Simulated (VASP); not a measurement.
A run of VASP 6.6.1 is set up as follows.

The input INCAR:

```
SYSTEM = CdTe
ALGO = Normal
EDIFF = 1E-6
ENCUT = 520
GGA = CA
ISIF = 2
ISMEAR = 0
LASPH = .TRUE.
LCHARG = .FALSE.
LREAL = .FALSE.
LWAVE = .FALSE.
NBANDS = 16
NELM = 80
PREC = Accurate
SIGMA = 0.05
```

The input KPOINTS:

```
k-points
0
G
  8 8 8
  0 0 0
```

POSCAR

```
CdTe
1.0
    0.0000000000      3.1477528196      3.2768611489
    3.2768611489      0.0000000000      3.2768611489
    3.2768611489      3.1477528196      0.0000000000
Cd Te
1 1
Direct
    0.0000000000      0.0000000000      0.0000000000
    0.7500000000      0.7500000000      0.7500000000
```

Potentials or basis: VASP PAW LDA potentials, release 64 (Cd, Te).

Launch:

```bash
$ cat potpaw_LDA.64/Cd/POTCAR potpaw_LDA.64/Te/POTCAR > POTCAR
$ mpirun -np 1 vasp_std > vasp.out
```

**Question.** What does it give for the band gap on the k mesh?

**Answer.** 0.49 eV.

**Question.** Predict the pressure.

**Answer.** -1.0 GPa.

Stress tensor (GPa, compression positive):
```
-1.19  0.00  0.00
 0.00 -0.48  0.00
 0.00  0.00 -1.19
```

Caveat: spin-orbit coupling is left out, which moves the levels of the heavy elements. LDA gaps usually lie below the measured ones, often by a third to a half.
